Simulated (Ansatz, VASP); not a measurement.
## CsSb2: VASP beside Ansatz

```
CELL_PARAMETERS angstrom
5.75820 0.00000 0.00000
0.00000 5.75820 0.00000
0.00000 0.00000 8.09820
ATOMIC_POSITIONS crystal
Cs 0.00000 0.50000 0.66334
Cs 0.50000 0.00000 0.33666
Sb 0.00000 0.00000 0.00000
Sb 0.50000 0.50000 0.00000
Sb 0.00000 0.50000 0.14253
Sb 0.50000 0.00000 0.85747
```

Alike in both runs: functional PBE; k mesh 4 × 4 × 2; occupations gaussian, width 0.1 eV; no spin polarisation.

Ansatz relaxed the structure, and its values are those at the end. VASP's run is a single point on that final structure, the one shown.

|  | VASP | Ansatz |
| --- | --- | --- |
| version | VASP 6.6.1 | Ansatz 0.2.0 |
| potentials or method | VASP PAW PBE potentials, release 64 (Cs_sv, Sb), cutoff 520 eV | scalar-relativistic, plane waves, PAW |
| valence electrons in the cell | 38 | 78 |

Ansatz gave:

```
gap on the k mesh at the Fermi level (eV) : none
pressure (GPa)                            : 0.0
rms of the force components (eV/Å)        : 0.004
```

What did VASP give for the same quantities?

gap on the k mesh at the Fermi level (eV): none; pressure (GPa): 0.0; rms of the force components (eV/Å): 0.001.

A gap of «none» marks a metal or a gap that the smearing closes. VASP's potentials hold 38 valence electrons a cell and Ansatz's 78, so a difference there can come from the potentials and not from the codes.

The k mesh is coarse, so the values compare programs but aren't converged. Spin-orbit coupling is off throughout.
